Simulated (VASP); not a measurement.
# WS2 (R3m) in VASP: notebook

Runs on WS2. Level: LDA. Tasks: electric field gradients.

All numbers are computed with VASP 6.6.1; they aren't measurements. Logs are shortened: lines on timing, memory, paths and dates and some standing lists are left out, and cuts for length are marked.

## Step 1: The cell of the first run

It takes space group R3m (No. 160, trigonal). Conventional cell: a = 3.220 Å, b = 3.220 Å, c = 18.853 Å, α = 90.00°, β = 90.00°, γ = 120.00°. W (site symmetry 3m) has 6 S at 2.44 to 2.46 Å and 6 W at 3.22 Å within 3.3 Å. Within 3.3 Å of S (site symmetry 3m) lie 3 W at 2.44 Å and 7 S at 3.19 to 3.22 Å. Within 3.3 Å of S (site symmetry 3m) lie 3 W at 2.46 Å and 7 S at 3.19 to 3.22 Å.

## Step 2: Electric field gradients, LDA (18.81 Å³/atom)

Contents of INCAR:

```
SYSTEM = WS2
PREC     = Accurate       ! precision mode
ENCUT    = 520            ! plane-wave cutoff, eV
EDIFF    = 1E-8           ! SCF threshold, eV
ISMEAR   = -1             ! smearing method
SIGMA    = 0.08           ! smearing width, eV
LREAL    = .FALSE.        ! projectors in reciprocal space
LASPH    = .TRUE.         ! aspherical terms in the spheres
NELM     = 80             ! most SCF steps
ALGO     = Normal         ! electronic algorithm
ISIF     = 2              ! what is computed and relaxed
LWAVE    = .FALSE.        ! write WAVECAR
LCHARG   = .FALSE.        ! write CHGCAR
LEFG     = .TRUE.       
NBANDS   = 20             ! bands
```

Contents of KPOINTS:

```
Automatic mesh
0
G
  13 13 13
  0 0 0
```

Contents of POSCAR:

```
WS2
1.0
    1.6099690384      0.9295160577      6.2842102968
   -1.6099690384      0.9295160577      6.2842102968
    0.0000000000     -1.8590321154      6.2842102968
W S
1 2
Direct
    0.0000000000      0.0000000000      0.0000000000
    0.7503000000      0.7503000000      0.7503000000
    0.5810000000      0.5810000000      0.5810000000
```

Potentials or basis: VASP PAW LDA potentials, release 64 (W_sv, S).

Started as:

```bash
$ cat potpaw_LDA.64/W_sv/POTCAR potpaw_LDA.64/S/POTCAR > POTCAR
$ mpirun -np 1 vasp_std > vasp.out
```

OUTCAR:

```text
SYSTEM = WS2
   PREC = Accurate
   ENCUT = 520
   EDIFF = 1E-8
   ISMEAR = -1
   LREAL = .FALSE.
   LASPH = .TRUE.
   NELM = 80
   ISIF = 2

 ion  position               nearest neighbor table
   1  0.000  0.000  0.000-   2 2.44   2 2.44   2 2.44   3 2.46   3 2.46   3 2.46
   2  0.750  0.750  0.750-   1 2.44   1 2.44   1 2.44
   3  0.581  0.581  0.581-   1 2.46   1 2.46   1 2.46

  LATTYP: Found a trigonal (rhomboedric) cell.
 ALAT       =     6.5534189139
 COS(alpha) =     0.8792939096

  Lattice vectors:

 A1 = (   1.6099690384,   0.9295160577,   6.2842102968)
 A2 = (  -1.6099690384,   0.9295160577,   6.2842102968)
 A3 = (   0.0000000000,  -1.8590321154,   6.2842102968)

Analysis of symmetry for initial positions (statically):
=====================================================================
 Subroutine PRICEL returns:
 Original cell was already a primitive cell.

 Routine SETGRP: Setting up the symmetry group for a
 trigonal (rhombohedral) supercell.

 Subroutine GETGRP returns: Found  6 space group operations
 (whereof  6 operations were pure point group operations)
 out of a pool of 12 trial point group operations.

The static configuration has the point symmetry C_3v.

Analysis of symmetry for dynamics (positions and initial velocities):
=====================================================================
 Subroutine PRICEL returns:
 Original cell was already a primitive cell.

 Routine SETGRP: Setting up the symmetry group for a
 trigonal (rhombohedral) supercell.

 Subroutine GETGRP returns: Found  6 space group operations
 (whereof  6 operations were pure point group operations)
 out of a pool of 12 trial point group operations.

The dynamic configuration has the point symmetry C_3v.

 Subroutine INISYM returns: Found  6 space group operations
 (whereof  6 operations are pure point group operations),
 and found     1 'primitive' translations

----------------------------------------------------------------------------------------

                                     Primitive cell

  volume of cell :      56.4256

  direct lattice vectors                    reciprocal lattice vectors
     1.609969038  0.929516058  6.284210297     0.310564979  0.179304774  0.053042995
    -1.609969038  0.929516058  6.284210297    -0.310564979  0.179304774  0.053042995
     0.000000000 -1.859032115  6.284210297     0.000000000 -0.358609548  0.053042995

  length of vectors
     6.553418914  6.553418914  6.553418914     0.362511196  0.362511196  0.362511196

  position of ions in fractional coordinates (direct lattice)
     0.000000000  0.000000000  0.000000000
     0.750300000  0.750300000  0.750300000
     0.581000000  0.581000000  0.581000000

  ion indices of the primitive-cell ions
   primitive index   ion index
                 1           1
                 2           2
                 3           3

----------------------------------------------------------------------------------------

 KPOINTS: Automatic mesh

Automatic generation of k-mesh.
 Grid dimensions read from file:
 generate k-points for:   13   13   13

 Generating k-lattice:

  Cartesian coordinates                     Fractional coordinates (reciprocal lattice)
     0.023889614  0.013792675  0.004080230     0.076923077  0.000000000  0.000000000
    -0.023889614  0.013792675  0.004080230     0.000000000  0.076923077  0.000000000
     0.000000000 -0.027585350  0.004080230     0.000000000  0.000000000  0.076923077

  Length of vectors
     0.027885477  0.027885477  0.027885477

  Shift w.r.t. Gamma in fractional coordinates (k-lattice)
     0.000000000  0.000000000  0.000000000

 Subroutine IBZKPT returns following result:
 ===========================================

 Found    231 irreducible k-points:

 Following reciprocal coordinates:
            Coordinates               Weight
  0.000000  0.000000  0.000000      1.000000
  0.076923 -0.000000  0.000000      6.000000
  0.153846 -0.000000 -0.000000      6.000000
  0.230769 -0.000000 -0.000000      6.000000
  0.307692 -0.000000 -0.000000      6.000000
  0.384615 -0.000000 -0.000000      6.000000
[... 16 lines left out ...]
  0.384615  0.153846 -0.000000     12.000000
  0.461538  0.153846  0.000000     12.000000
 [... further k-points ...]
   k-points           NKPTS =    231   k-points in BZ     NKDIM =    231   number of bands    NBANDS=     20
   number of dos      NEDOS =    301   number of ions     NIONS =      3
   total plane-waves  NPLWV = 125000
   dimension x,y,z NGX =    50 NGY =   50 NGZ =   50
   dimension x,y,z NGXF=   100 NGYF=  100 NGZF=  100
   ions per type =               1   2
   NGX,Y,Z   is equivalent  to a cutoff of  12.68, 12.68, 12.68 a.u.
   NGXF,Y,Z  is equivalent  to a cutoff of  25.37, 25.37, 25.37 a.u.
 SYSTEM =  WS2
   PREC   = accura    normal or accurate (medium, high low for compatibility)
   ISTART =      0    job   : 0-new  1-cont  2-samecut
   ICHARG =      2    charge: 1-file 2-atom 10-const
   ISPIN  =      1    spin polarized calculation?
   LNONCOLLINEAR =      F non collinear calculations
   LSORBIT =      F    spin-orbit coupling
   LASPH  =      T    aspherical Exc in radial PAW
   ENCUT  =  520.0 eV  38.22 Ry    6.18 a.u.  12.19 12.19 12.19*2*pi/ulx,y,z
   NELM   =     80;   NELMIN=  2; NELMDL= -5     # of ELM steps
   EDIFF  = 0.1E-07   stopping-criterion for ELM
   LREAL  =      F    real-space projection
   EDIFFG = 0.1E-06   stopping-criterion for IOM
   NSW    =      0    number of steps for IOM
   IBRION =     -1    ionic relax: 0-MD 1-quasi-New 2-CG
   NFREE  =      0    steps in history (QN), initial steepest desc. (CG)
   ISIF   =      2    stress and relaxation
   ISYM   =      2    0-nonsym 1-usesym 2-fastsym
   POTIM  = 0.5000    time-step for ionic-motion
   TEBEG  =    0.0;   TEEND  =   0.0 temperature during run
   PSTRESS=    0.0 pullay stress
   NELECT =      26.0000    total number of electrons
   NUPDOWN=      -1.0000    fix difference up-down
   EMIN   =  10.00;   EMAX   =-10.00  energy-range for DOS
   EFERMI =   0.00;   METHOD = LEGACY
   ISMEAR =    -1;   SIGMA  =   0.08  broadening in eV -4-tet -1-fermi 0-gaus
   EFERMI_NEDOS =   21; number of points for ismear=-14 and -15
   IALGO  =     38    algorithm
   IMIX   =      4    mixing-type and parameters
     AMIX     =   0.40;   BMIX     =  1.00
     AMIX_MAG =   1.60;   BMIX_MAG =  1.00
  volume/ion in A,a.u.               =      18.81       126.93
  Fermi-wavevector in a.u.,A,eV,Ry     =   1.264466  2.389494 21.754005  1.598874
  Thomas-Fermi vector in A             =   2.397770
   LORBIT       =      0    0 simple, 1 ext, 2 COOP (PROOUT), +10 PAW based schemes
   GGA     = CA    functional components
   LHFCALC =     F    Hartree Fock is set to
   AEXX    =    0.0000 exact exchange contribution
   IVDW    =     0    specifies the selected vdW correction
   LEPSILON=     F    determine dielectric tensor
   LRPA    =     F    only Hartree local field effects (RPA)
 non-spin polarized calculation
  energy-cutoff  :      520.00
  volume of cell :       56.43
 maximum number of plane-waves:      1540
 NGX is ok and might be reduce to    50
   NGX = 25   NGY = 25   NGZ = 25

 number of electron      25.9999998 magnetization

 Free energy of the ion-electron system (eV)
  ---------------------------------------------------
  ext. energy  EPLUGINS =         0.00000000
  ---------------------------------------------------
  free energy    TOTEN  =       -26.09026924 eV

  energy without entropy =      -26.09023363  energy(sigma->0) =      -26.09025144

 E-fermi :   6.9928     XC(G=0): -10.9621

 val. band max:        6.5601385353   @ k =   0.4615   0.4615   0.4615
 cond. band min:       7.5916237157   @ k =  -0.1538   0.1538   0.0000
 fundamental gap:      1.0314851804
 Fermi energy:         6.9928101522

 k-point     1 :       0.0000    0.0000    0.0000
  band No.  band energies     occupation
      1     -67.6627      2.00000
      2     -32.1259      2.00000
      3     -31.9897      2.00000
      4     -31.9897      2.00000
      5      -8.5329      2.00000
      6      -6.7364      2.00000
[... 12 lines left out ...]
     19      14.1513      0.00000
[... 513 lines left out ...]
      4     -32.0765      2.00000
      5      -6.6334      2.00000
      6      -6.1728      2.00000
[... 12 lines left out ...]
     19      14.1512      0.00000
     20      14.7458      0.00000

 [... further k-points ...]

------------------------ aborting loop because EDIFF is reached ----------------------------------------

  FORCE on cell =-STRESS in cart. coord.  units (eV):
  Direction    XX          YY          ZZ          XY          YZ          ZX
  --------------------------------------------------------------------------------------
  -------------------------------------------------------------------------------------
  Total       -4.0422354     -4.0422354     -4.1626462      0.0000000      0.0000000      0.0000000
  in kB     -114.7772462   -114.7772462   -118.1962504      0.0000000      0.0000000      0.0000000
  external PRESSURE =    -115.9169143 kB  Pullay stress =       0.0000000 kB

 VOLUME and BASIS-vectors are now :
 -----------------------------------------------------------------------------
  energy-cutoff  :      520.00
  volume of cell :       56.43
      direct lattice vectors                 reciprocal lattice vectors
     1.609969038  0.929516058  6.284210297     0.310564979  0.179304774  0.053042995
    -1.609969038  0.929516058  6.284210297    -0.310564979  0.179304774  0.053042995
     0.000000000 -1.859032115  6.284210297     0.000000000 -0.358609548  0.053042995

 POSITION                                       TOTAL-FORCE (eV/Angst)
 -----------------------------------------------------------------------------------
      0.00000      0.00000      0.00000         0.000000      0.000000     -0.510168
      0.00000      0.00000     14.14513         0.000000     -0.000000     -0.906498
      0.00000      0.00000     10.95338         0.000000     -0.000000      1.416666
 -----------------------------------------------------------------------------------
    total drift:                                0.000000      0.000000      0.000085

  FREE ENERGIE OF THE ION-ELECTRON SYSTEM (eV)
  ---------------------------------------------------
  free  energy   TOTEN  =       -26.0902692439 eV

  energy  without entropy=      -26.0902336322  energy(sigma->0) =      -26.09025144

 Electric field gradients (V/A^2)
---------------------------------------------------------------------
 ion       V_xx      V_yy      V_zz      V_xy      V_xz      V_yz
---------------------------------------------------------------------
   1      73.397    73.397  -146.793     0.000    -0.000    -0.000
   2      22.687    22.687   -45.374    -0.000     0.000    -0.000
   3      18.893    18.893   -37.785     0.000     0.000     0.000
---------------------------------------------------------------------

 Electric field gradients after diagonalization (V/A^2)
 (convention: |V_zz| > |V_xx| > |V_yy|)
----------------------------------------------------------------------
 ion       V_xx      V_yy      V_zz     asymmetry (V_yy - V_xx)/ V_zz
----------------------------------------------------------------------
   1      73.397    73.397  -146.793       0.000
   2      22.687    22.687   -45.374       0.000
   3      18.893    18.893   -37.785       0.000
----------------------------------------------------------------------

           NMR quadrupolar parameters

 Cq : quadrupolar parameter    Cq=e*Q*V_zz/h
 eta: asymmetry parameters     (V_yy - V_xx)/ V_zz
 Q  : nuclear electric quadrupole moment in mb (millibarn)
----------------------------------------------------------------------
 ion       Cq(MHz)       eta       Q (mb)
----------------------------------------------------------------------
   1      -0.355       0.000       1.000
   2      -0.110       0.000       1.000
   3      -0.091       0.000       1.000
----------------------------------------------------------------------
```

It took 23 min on 1 thread of Intel Xeon 8259CL, shared host; peak memory 0.45 GiB.

What came out:

```
Free energy                             : -26.0903 eV
Pressure                                : -11.6 GPa
Largest force                           : 1.417 eV/Å
Band gap on the k mesh                  : 1.03 eV (least direct gap 1.94 eV)
Largest electric field gradient by atom : W -146.8; S -45.4, -37.8 V/Å²
```

Forces in eV/Å, atoms in the order of the input:
```
W    0.000  0.000 -0.510
S    0.000  0.000 -0.906
S    0.000  0.000  1.417
```

Stress tensor (GPa, compression positive):
```
-11.48   0.00   0.00
  0.00 -11.48   0.00
  0.00   0.00 -11.82
```

Levels at points of the mesh, in eV from the valence-band top:
| k point | band 10 | band 11 | band 12 | band 13 | band 14 | band 15 | band 16 | band 17 |
| --- | --- | --- | --- | --- | --- | --- | --- | --- |
| (0.00, 0.00, 0.00) | -2.12 | -2.12 | -1.45 | -1.05 | 2.11 | 2.11 | 2.39 | 2.39 |

Electric field gradients, principal values (V/Å²):
```
atom   least  middle  greatest (by size)
 1 W  73.397  73.397            -146.793
 2 S  22.687  22.687             -45.374
 3 S  18.893  18.893             -37.785
```

Caveat: the cell stands under tension; without QUAD_EFG the Cq values of the log hold for a quadrupole moment of 1 mb, not for the nuclei; spin-orbit coupling is left out, which moves the levels of the heavy elements; forces of over 1 eV/Å act on the atoms, so gaps and moduli don't describe the material at rest. A k mesh can miss the band edges.

(Part 1 of 3 ends here.)
